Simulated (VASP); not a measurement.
Crystal: Si5Ge.

```
Si Ge
1.0
     4.98591    0.00000    0.00000
    -2.49295    4.31792    0.00000
     0.00000    0.00000    4.31782
Si Ge
5 1
Direct
  0.36881 0.36881 0.00000
  0.00000 0.63119 0.00000
  0.63119 0.00000 0.00000
  0.66667 0.33333 0.50000
  0.33333 0.66667 0.50000
  0.00000 0.00000 0.50000
```

| Item | Value |
| --- | --- |
| Program | VASP 6.6.1 |
| Task | relaxation of cell and atoms |
| Functional | PBE |
| Potentials or basis | VASP PAW PBE potentials, release 64 (Si, Ge_d) |
| Cutoff | 600 eV |
| k mesh | 12 × 12 × 10 |
| Occupations | gaussian, width 0.1 eV |
| Spin | no spin polarisation |

At the start: pressure 0.0 GPa; volume 15.49 Å³/atom.

Problem. Where does the relaxation end?

Solution. Over 12 steps the energy falls by 5.5 meV/atom and the volume is 15.43 Å³/atom (-0.4 %); space group P-62m (No. 189, to 0.1 Å) before and after.

Step by step:
```csv
step,energy change (eV),largest force (eV/Å),pressure (GPa),volume (Å³)
1,0.0000,0.0068,0.05,92.96
2,-0.0165,0.0217,-0.12,93.01
3,-0.0301,0.0406,-0.26,93.07
4,-0.0311,0.0291,-0.21,93.05
5,-0.0316,0.0324,-0.22,93.06
6,-0.0319,0.0346,0.05,92.68
7,-0.0319,0.0351,0.22,92.61
8,-0.0319,0.0347,0.09,92.67
9,-0.0322,0.0288,0.09,92.65
10,-0.0328,0.0111,0.08,92.62
11,-0.0324,0.0247,0.01,92.55
12,-0.0329,0.0006,-0.01,92.60
```

Final structure:
```
Si Ge
1.0
     4.91087    0.00000    0.00000
    -2.45543    4.25294    0.00000
     0.00000    0.00000    4.43369
Si Ge
5 1
Cartesian
  0.8951 1.5503 0.0000
  -1.5604 2.7026 4.4337
  3.1207 0.0000 4.4337
  2.4554 1.4176 2.2168
  0.0000 2.8353 2.2168
  0.0000 0.0000 2.2168
```
